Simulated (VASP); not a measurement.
A run of VASP 6.6.1:

File INCAR:

```
PREC     = Accurate       # precision mode
ENCUT    = 600            # plane-wave cutoff, eV
EDIFF    = 1E-6           # SCF threshold, eV
ISMEAR   = -1             # smearing method
SIGMA    = 0.08           # smearing width, eV
LREAL    = F              # projectors in reciprocal space
LASPH    = T              # aspherical terms in the spheres
NELM     = 60             # most SCF steps
ALGO     = Normal         # electronic algorithm
ISIF     = 3              # what is computed and relaxed
LWAVE    = F              # write WAVECAR
LCHARG   = F              # write CHGCAR
GGA      = PE             # functional
IBRION   = 2              # ionic algorithm
NSW      = 60             # ionic steps
EDIFFG   = -0.005         # ionic threshold
PSTRESS  = 1300.0
```

Contents of KPOINTS:

```
regular mesh
0
Gamma
  17 17 9
```

File POSCAR:

```
Se
1.0
    2.5751054913      0.0000000000      0.0000000000
   -1.2875527456      2.2301067729      0.0000000000
    0.0000000000      0.0000000000      4.1716708959
Se
2
Direct
    0.3333333333      0.6666666667      0.2500000000
    0.6666666667      0.3333333333      0.7500000000
```

Potentials or basis: VASP PAW PBE potentials, release 64 (Se).

Launch:

```console
$ cat potpaw_PBE.64/Se/POTCAR > POTCAR
$ mpirun -np 1 vasp_std > vasp.out
```

Hardware: 1 thread of AMD EPYC 7R43 64-Core Processor (Zen 3), with other jobs on the host.

Q: How long does it take, and how much memory?

A: It took 4.6 min on 1 thread of AMD EPYC 7R43 64-Core Processor (Zen 3), with other jobs on the host, peak memory 0.16 GiB. Counts: scf iterations 54, k points 165, ion steps 9.
